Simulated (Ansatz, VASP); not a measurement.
# Two plane-wave programs on Sr

The input INCAR:

```
PREC = Accurate
ENCUT = 520
EDIFF = 1E-7
ISMEAR = 0
SIGMA = 0.15
LREAL = F
LASPH = T
NELM = 80
ALGO = Fast
ISIF = 2
LWAVE = F
LCHARG = F
GGA = PE
NBANDS = 17
```

File KPOINTS:

```
regular mesh
0
Gamma
  12 12 6
```

Contents of POSCAR:

```
Sr
1.0
    4.6625240667      0.0000000000      0.0000000000
   -2.3312620334      3.2247474516      0.0000000000
    0.0000000000      0.0000000000      7.2587820429
Sr
2
Direct
    0.3333333333      0.6666666667      0.2500000000
    0.6666666667      0.3333333333      0.7500000000
```

Input for Ansatz:

```yaml
crystal:
  lattice:
    - [4.6625240667, 0.0, 0.0]
    - [-2.3312620334, 3.2247474516, 0.0]
    - [0.0, 0.0, 7.2587820429]
  atoms:
    - { symbol: Sr, position: [0.3333333333, 0.6666666667, 0.25] }
    - { symbol: Sr, position: [0.6666666667, 0.3333333333, 0.75] }
basis:
  ecutwfc: 420
kpoints:
  mp_grid: { grid: [12, 12, 6] }
hamiltonian:
  xc: pbe
scf:
  occupations: { method: gaussian, width: 0.15 }
output:
  forces: true
  stress: true
  eigenvalues: true
```

Change from the starting cell: strain +e along x and -e along y +0.1100, strain +e along z and -e/2 along x and y +0.0350.

Alike in both runs: task single point; functional PBE; k mesh 12 × 12 × 6; occupations gaussian, width 0.15 eV; no spin polarisation.

```csv
,VASP,Ansatz
version,VASP 6.6.1,Ansatz 0.2.0
potentials or method,"VASP PAW PBE potentials, release 64 (Sr_sv), cutoff 520 eV","scalar-relativistic, plane waves, PAW"
valence electrons in the cell,20,20
```

|  | VASP | Ansatz | Ansatz less VASP |
| --- | --- | --- | --- |
| gap on the k mesh at the Fermi level (eV) | none | none | - |
| pressure (GPa) | 0.2 | 0.2 | -0.01 |
| traceless stress, the component that is largest in VASP (GPa) | 1.87 | 1.87 | 0.000 |
| rms of the force components (eV/Å) | 0.092 | 0.092 | -0.0003 |

Atom by atom the forces differ by 0.000 eV/Å (rms over components). A gap of «none» marks a metal or a gap that the smearing closes. The functional is the same, so the differences come from potentials, cutoffs and numerics.
